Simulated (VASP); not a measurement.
# CdSe (R3m) in VASP: notebook

CdSe is run at these levels: HSE06, r2SCAN, PBE; tasks: single point.

Program: VASP 6.6.1. These are calculated values, not measurements. Logs are shortened: lines on timing, memory, paths and dates and some standing lists are left out, and cuts for length are marked.

## (1) The cell of the first run

The structure is trigonal, space group R3m (No. 160). Conventional cell: a = 4.245 Å, b = 4.245 Å, c = 10.831 Å, α = 90.00°, β = 90.00°, γ = 120.00°. Within 3.5 Å of Cd (site symmetry 3m) lie 4 Se at 2.63 to 2.64 Å. Within 3.5 Å of Se (site symmetry 3m) lie 4 Cd at 2.63 to 2.64 Å.

## (2) Single point, HSE06 (epitaxial 111 strain -2.1%)

File POSCAR:

```
CdSe
1.0
    0.0832633236      3.0850869979      3.0850869979
    3.0850869979      0.0832633236      3.0850869979
    3.0850869979      3.0850869979      0.0832633236
Cd Se
1 1
Direct
    0.0029777954      0.0029777954      0.0029777954
    0.2470222046      0.2470222046      0.2470222046
```

File INCAR.step1:

```
SYSTEM = CdSe
PREC = Accurate ; ENCUT = 520
EDIFF = 1E-5 ; ISMEAR = 0
SIGMA = 0.01 ; LREAL = .FALSE.
LASPH = .TRUE. ; NELM = 100
ALGO = Normal ; ISIF = 2
LWAVE = .TRUE. ; LCHARG = .FALSE.
NBANDS = 16 ; GGA = PE
```

File INCAR.step2:

```
SYSTEM = CdSe
PREC = Accurate ; ENCUT = 520
EDIFF = 1E-7 ; ISMEAR = 0
SIGMA = 0.01 ; LREAL = .FALSE.
LASPH = .TRUE. ; NELM = 100
ALGO = Normal ; ISIF = 2
LWAVE = .FALSE. ; LCHARG = .FALSE.
GGA = PE ; LHFCALC = .TRUE.
HFSCREEN = 0.2079 ; PRECFOCK = Normal
NBANDS = 16 ; ISTART = 1
```

File KPOINTS:

```
regular mesh
0
G
  6 6 6
  0 0 0
```

Potentials or basis: VASP PAW PBE potentials, release 64 (Cd, Se).

Run with:

```bash
$ cat potpaw_PBE.64/Cd/POTCAR potpaw_PBE.64/Se/POTCAR > POTCAR
$ cp INCAR.step1 INCAR
$ mpirun -np 1 vasp_std > vasp.out
$ cp INCAR.step2 INCAR
$ mpirun -np 1 vasp_std > vasp.out
```

OUTCAR:

```text
SYSTEM = CdSe
   PREC = Accurate
   ENCUT = 520
   EDIFF = 1E-7
   ISMEAR = 0
   LREAL = .FALSE.
   LASPH = .TRUE.
   NELM = 100
   ISIF = 2
   GGA = PE
   LHFCALC = .TRUE.
   HFSCREEN = 0.2079
   PRECFOCK = Normal
   ISTART = 1

 ion  position               nearest neighbor table
   1  0.003  0.003  0.003-   2 2.63   2 2.63   2 2.63   2 2.64
   2  0.247  0.247  0.247-   1 2.63   1 2.63   1 2.63   1 2.64

  LATTYP: Found a trigonal (rhomboedric) cell.
 ALAT       =     4.3637663034
 COS(alpha) =     0.5267971103

  Lattice vectors:

 A1 = (   0.0832633236,   3.0850869979,   3.0850869979)
 A2 = (   3.0850869979,   0.0832633236,   3.0850869979)
 A3 = (   3.0850869979,   3.0850869979,   0.0832633236)

Analysis of symmetry for initial positions (statically):
=====================================================================
 Subroutine PRICEL returns:
 Original cell was already a primitive cell.

 Routine SETGRP: Setting up the symmetry group for a
 trigonal (rhombohedral) supercell.

 Subroutine GETGRP returns: Found  6 space group operations
 (whereof  6 operations were pure point group operations)
 out of a pool of 12 trial point group operations.

The static configuration has the point symmetry C_3v.

Analysis of symmetry for dynamics (positions and initial velocities):
=====================================================================
 Subroutine PRICEL returns:
 Original cell was already a primitive cell.

 Routine SETGRP: Setting up the symmetry group for a
 trigonal (rhombohedral) supercell.

 Subroutine GETGRP returns: Found  6 space group operations
 (whereof  6 operations were pure point group operations)
 out of a pool of 12 trial point group operations.

The dynamic configuration has the point symmetry C_3v.

 Subroutine INISYM returns: Found  6 space group operations
 (whereof  6 operations are pure point group operations),
 and found     1 'primitive' translations

----------------------------------------------------------------------------------------

                                     Primitive cell

  volume of cell :      56.3494

  direct lattice vectors                    reciprocal lattice vectors
     0.083263324  3.085086998  3.085086998    -0.168783200  0.164347626  0.164347626
     3.085086998  0.083263324  3.085086998     0.164347626 -0.168783200  0.164347626
     3.085086998  3.085086998  0.083263324     0.164347626  0.164347626 -0.168783200

  length of vectors
     4.363766303  4.363766303  4.363766303     0.287242151  0.287242151  0.287242151

  position of ions in fractional coordinates (direct lattice)
     0.002977795  0.002977795  0.002977795
     0.247022205  0.247022205  0.247022205

  ion indices of the primitive-cell ions
   primitive index   ion index
                 1           1
                 2           2

----------------------------------------------------------------------------------------

 KPOINTS: regular mesh

Automatic generation of k-mesh.
 Grid dimensions read from file:
 generate k-points for:    6    6    6

 Generating k-lattice:

  Cartesian coordinates                     Fractional coordinates (reciprocal lattice)
    -0.028130533  0.027391271  0.027391271     0.166666667  0.000000000  0.000000000
     0.027391271 -0.028130533  0.027391271     0.000000000  0.166666667  0.000000000
     0.027391271  0.027391271 -0.028130533     0.000000000  0.000000000  0.166666667

  Length of vectors
     0.047873692  0.047873692  0.047873692

  Shift w.r.t. Gamma in fractional coordinates (k-lattice)
     0.000000000  0.000000000  0.000000000

 Subroutine IBZKPT returns following result:
 ===========================================

 Found     32 irreducible k-points:

 Following reciprocal coordinates:
            Coordinates               Weight
  0.000000  0.000000  0.000000      1.000000
  0.166667  0.000000 -0.000000      6.000000
  0.333333  0.000000  0.000000      6.000000
  0.500000  0.000000  0.000000      3.000000
  0.166667  0.166667  0.000000      6.000000
  0.333333  0.166667 -0.000000     12.000000
[... 16 lines left out ...]
  0.500000  0.500000  0.166667      6.000000
 -0.333333  0.500000  0.166667     12.000000
 [... further k-points ...]
   k-points           NKPTS =     32   k-points in BZ     NKDIM =    216   number of bands    NBANDS=     16
   number of dos      NEDOS =    301   number of ions     NIONS =      2
   total plane-waves  NPLWV =  32768
   dimension x,y,z NGX =    32 NGY =   32 NGZ =   32
   dimension x,y,z NGXF=    64 NGYF=   64 NGZF=   64
   ions per type =               1   1
   NGX,Y,Z   is equivalent  to a cutoff of  12.19, 12.19, 12.19 a.u.
   NGXF,Y,Z  is equivalent  to a cutoff of  24.38, 24.38, 24.38 a.u.
 SYSTEM =  CdSe
   PREC   = accura    normal or accurate (medium, high low for compatibility)
   ISTART =      1    job   : 0-new  1-cont  2-samecut
   ICHARG =      0    charge: 1-file 2-atom 10-const
   ISPIN  =      1    spin polarized calculation?
   LNONCOLLINEAR =      F non collinear calculations
   LSORBIT =      F    spin-orbit coupling
   LASPH  =      T    aspherical Exc in radial PAW
   ENCUT  =  520.0 eV  38.22 Ry    6.18 a.u.   8.11  8.11  8.11*2*pi/ulx,y,z
   NELM   =    100;   NELMIN=  2; NELMDL=  0     # of ELM steps
   EDIFF  = 0.1E-06   stopping-criterion for ELM
   LREAL  =      F    real-space projection
   EDIFFG = 0.1E-05   stopping-criterion for IOM
   NSW    =      0    number of steps for IOM
   IBRION =     -1    ionic relax: 0-MD 1-quasi-New 2-CG
   NFREE  =      0    steps in history (QN), initial steepest desc. (CG)
   ISIF   =      2    stress and relaxation
   ISYM   =      3    0-nonsym 1-usesym 2-fastsym
   POTIM  = 0.5000    time-step for ionic-motion
   TEBEG  =    0.0;   TEEND  =   0.0 temperature during run
   PSTRESS=    0.0 pullay stress
   NELECT =      18.0000    total number of electrons
   NUPDOWN=      -1.0000    fix difference up-down
   EMIN   =  10.00;   EMAX   =-10.00  energy-range for DOS
   EFERMI =   0.00;   METHOD = LEGACY
   ISMEAR =     0;   SIGMA  =   0.01  broadening in eV -4-tet -1-fermi 0-gaus
   EFERMI_NEDOS =   21; number of points for ismear=-14 and -15
   IALGO  =     38    algorithm
   IMIX   =      1    mixing-type and parameters
     AMIX     =   0.40;   BMIX     =  1.00
     AMIX_MAG =   1.60;   BMIX_MAG =  1.00
  volume/ion in A,a.u.               =      28.17       190.13
  Fermi-wavevector in a.u.,A,eV,Ry     =   1.119101  2.114794 17.039760  1.252387
  Thomas-Fermi vector in A             =   2.255737
   LORBIT       =      0    0 simple, 1 ext, 2 COOP (PROOUT), +10 PAW based schemes
   GGA     = PE    functional components
   LHFCALC =     T    Hartree Fock is set to
   PRECFOCK=normal    Normal, Fast or Accurate (Low or Medium for compatibility)
   ENCUT4O =  -1.0   cutoff for four orbital integrals eV
   NKREDX  =     1    reduce k-point grid by
   NKREDY  =     1    reduce k-point grid by
   NKREDZ  =     1    reduce k-point grid by
   AEXX    =    0.2500 exact exchange contribution
   HFSCREEN=    0.2079 screening length (either q_TF or 0.3 A-1)
   HFSCREENC=   0.2079 screening length for correlation (either q_TF or 0.3 A-1)
   ENCUTFOCK=  -1.0 apply spherical cutoff to Coloumb kernel
   IVDW    =     0    specifies the selected vdW correction
   LEPSILON=     F    determine dielectric tensor
   LRPA    =     F    only Hartree local field effects (RPA)
 non-spin polarized calculation
 Gauss-broadening in eV      SIGMA  =   0.01
  energy-cutoff  :      520.00
  volume of cell :       56.35
 maximum number of plane-waves:      1530
  NGX = 28; NGY = 28; NGZ = 28

 number of electron      17.9999999 magnetization

 Free energy of the ion-electron system (eV)
  ---------------------------------------------------
  ext. energy  EPLUGINS =         0.00000000
  ---------------------------------------------------
  free energy    TOTEN  =        -6.82825290 eV

  energy without entropy =       -6.82825290  energy(sigma->0) =       -6.82825290

 E-fermi :   0.4414     XC(G=0):  -7.3865

 val. band max:        0.3998714179   @ k =   0.0000   0.0000   0.0000
 cond. band min:       1.8554688794   @ k =   0.0000   0.0000   0.0000
 fundamental gap:      1.4555974615
 Fermi energy:         0.4413590488

 k-point     1 :       0.0000    0.0000    0.0000
  band No.  band energies     occupation
      1     -13.3555      2.00000
      2      -8.8061      2.00000
      3      -8.7887      2.00000
      4      -8.7887      2.00000
      5      -8.4236      2.00000
      6      -8.4236      2.00000
[... 8 lines left out ...]
     15      12.5782      0.00000
     16      12.5782      0.00000

 k-point     2 :       0.1667    0.0000   -0.0000
  band No.  band energies     occupation
      1     -13.2523      2.00000
      2      -8.7763      2.00000
      3      -8.7614      2.00000
      4      -8.6885      2.00000
      5      -8.4262      2.00000
      6      -8.4230      2.00000
[... 8 lines left out ...]
     15      11.6230      0.00000
     16      11.9517      0.00000

 k-point     3 :       0.3333    0.0000    0.0000
  band No.  band energies     occupation
      1     -13.0451      2.00000
      2      -8.7240      2.00000
      3      -8.7175      2.00000
      4      -8.4223      2.00000
      5      -8.4087      2.00000
      6      -8.3589      2.00000
[... 8 lines left out ...]
     15      11.7453      0.00000
     16      12.2998      0.00000

 k-point     4 :       0.5000    0.0000    0.0000
  band No.  band energies     occupation
      1     -12.9423      2.00000
      2      -8.7044      2.00000
      3      -8.7025      2.00000
      4      -8.4097      2.00000
      5      -8.3933      2.00000
      6      -8.0747      2.00000
[... 8 lines left out ...]
     15      13.2305      0.00000
     16      14.1672      0.00000
[... 324 lines left out ...]
 k-point    22 :      -0.1667    0.3333    0.1667
  band No.  band energies     occupation
      1     -12.9148      2.00000
      2      -8.6567      2.00000
      3      -8.6410      2.00000
      4      -8.4886      2.00000
      5      -8.3968      2.00000
      6      -8.1237      2.00000
[... 8 lines left out ...]
     15      13.9087      0.00000
     16      14.9375      0.00000

 k-point    23 :       0.5000    0.5000    0.1667
  band No.  band energies     occupation
      1     -12.8621      2.00000
      2      -8.6163      2.00000
      3      -8.5808      2.00000
      4      -8.5192      2.00000
      5      -8.3844      2.00000
      6      -8.0449      2.00000
[... 8 lines left out ...]
     15      13.9665      0.00000
     16      14.5304      0.00000

 k-point    24 :      -0.3333    0.5000    0.1667
  band No.  band energies     occupation
      1     -12.8248      2.00000
      2      -8.6083      2.00000
      3      -8.5915      2.00000
      4      -8.4878      2.00000
      5      -8.3967      2.00000
      6      -7.9137      2.00000
[... 8 lines left out ...]
     15      14.2880      0.00000
     16      14.4364      0.00000

 [... further k-points ...]

------------------------ aborting loop because EDIFF is reached ----------------------------------------

  FORCE on cell =-STRESS in cart. coord.  units (eV):
  Direction    XX          YY          ZZ          XY          YZ          ZX
  --------------------------------------------------------------------------------------
  -------------------------------------------------------------------------------------
  Total        0.5882798      0.5882798      0.5882798     -0.2207217     -0.2207217     -0.2207217
  in kB       16.7265124     16.7265124     16.7265124     -6.2757611     -6.2757611     -6.2757611
  external PRESSURE =      16.7265124 kB  Pullay stress =       0.0000000 kB

 VOLUME and BASIS-vectors are now :
 -----------------------------------------------------------------------------
  energy-cutoff  :      520.00
  volume of cell :       56.35
      direct lattice vectors                 reciprocal lattice vectors
     0.083263324  3.085086998  3.085086998    -0.168783200  0.164347626  0.164347626
     3.085086998  0.083263324  3.085086998     0.164347626 -0.168783200  0.164347626
     3.085086998  3.085086998  0.083263324     0.164347626  0.164347626 -0.168783200

 POSITION                                       TOTAL-FORCE (eV/Angst)
 -----------------------------------------------------------------------------------
      0.01862      0.01862      0.01862        -0.008812     -0.008812     -0.008812
      1.54474      1.54474      1.54474         0.008812      0.008812      0.008812
 -----------------------------------------------------------------------------------
    total drift:                                0.000163      0.000162      0.000148

  FREE ENERGIE OF THE ION-ELECTRON SYSTEM (eV)
  ---------------------------------------------------
  free  energy   TOTEN  =        -6.8282529002 eV

  energy  without entropy=       -6.8282529002  energy(sigma->0) =       -6.82825290
```

It took 78 min on 1 thread of Intel Xeon 6975P-C (Granite Rapids), shared host; peak memory 0.33 GiB.

Results:

| Item | Value |
| --- | --- |
| Free energy | -6.8283 eV |
| Pressure | 1.7 GPa |
| Largest force | 0.015 eV/Å |
| Band gap on the k mesh | 1.46 eV |

Forces on the atoms (eV/Å):
```
Cd  -0.009 -0.009 -0.009
Se   0.009  0.009  0.009
```

Stress tensor (GPa, compression positive):
```
 1.67 -0.63 -0.63
-0.63  1.67 -0.63
-0.63 -0.63  1.67
```

Caveat: the cell differs from its parent crystal (epitaxial 111 strain -2.1%); the PAW data sets were made with another functional, which shifts forces and pressure a little.

(Part 1 of 2 ends here.)
